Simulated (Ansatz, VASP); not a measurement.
Ir in VASP and in Ansatz

INCAR

```
ALGO     = Normal         # electronic algorithm
EDIFF    = 1E-7           # SCF threshold, eV
ENCUT    = 520            # plane-wave cutoff, eV
GGA      = PS             # functional
ISIF     = 2              # what is computed and relaxed
ISMEAR   = -1             # smearing method
LASPH    = True           # aspherical terms in the spheres
LCHARG   = False          # write CHGCAR
LREAL    = False          # projectors in reciprocal space
LWAVE    = False          # write WAVECAR
NBANDS   = 16             # bands
NELM     = 100            # most SCF steps
PREC     = Accurate       # precision mode
SIGMA    = 0.1            # smearing width, eV
```

File KPOINTS:

```
k-points
0
Gamma
  15 15 8
```

File POSCAR:

```
Ir
1.0
    2.7549237925      0.0000000000      0.0000000000
   -1.3774618963      2.3858339898      0.0000000000
    0.0000000000      0.0000000000      4.4710918900
Ir
2
Direct
    0.3333333333      0.6666666667      0.2500000000
    0.6666666667      0.3333333333      0.7500000000
```

Input for Ansatz:

```yaml
crystal:
  lattice:
    - [2.7549237925, 0.0, 0.0]
    - [-1.3774618963, 2.3858339898, 0.0]
    - [0.0, 0.0, 4.47109189]
  atoms:
    - { symbol: Ir, position: [0.3333333333, 0.6666666667, 0.25] }
    - { symbol: Ir, position: [0.6666666667, 0.3333333333, 0.75] }
hamiltonian:
  xc: pbesol
  pseudopotentials:
    kind: paw
    azcp:
      Ir: "pseudopotentials/Ir.paw.azcp"
basis:
  ecutwfc: 420
  fft_grid_basis: typed
kpoints:
  mp_grid: { grid: [15, 15, 8], shift: [0, 0, 0] }
magnetization:
  spin_polarized: false
scf:
  occupations: { method: fermi_dirac, width: 0.1 }
  lower_state_search: "off"
output:
  stress: true
```

Alike in both runs: task single point; functional PBEsol; k mesh 15 × 15 × 8; occupations fermi-dirac, width 0.1 eV; no spin polarisation.

|  | VASP | Ansatz |
| --- | --- | --- |
| version | VASP 6.6.1 | Ansatz 0.2.0 |
| potentials or method | VASP PAW PBE potentials, release 64 (Ir), cutoff 520 eV | plane waves (420 eV) with PAW, scalar-relativistic |
| valence electrons in the cell | 18 | 34 |

```tsv
	VASP	Ansatz	Ansatz less VASP
pressure (GPa)	-13.0	-13.7	-0.71
traceless stress, the component that is largest in VASP (GPa)	-0.37	-0.40	-0.036
```

VASP's potentials were made for PBE, not for PBEsol, and Ansatz warns of the same on its side. VASP's potentials hold 18 valence electrons a cell and Ansatz's 34, so a difference there can come from the potentials and not from the codes.

Neither program's run includes spin-orbit coupling.
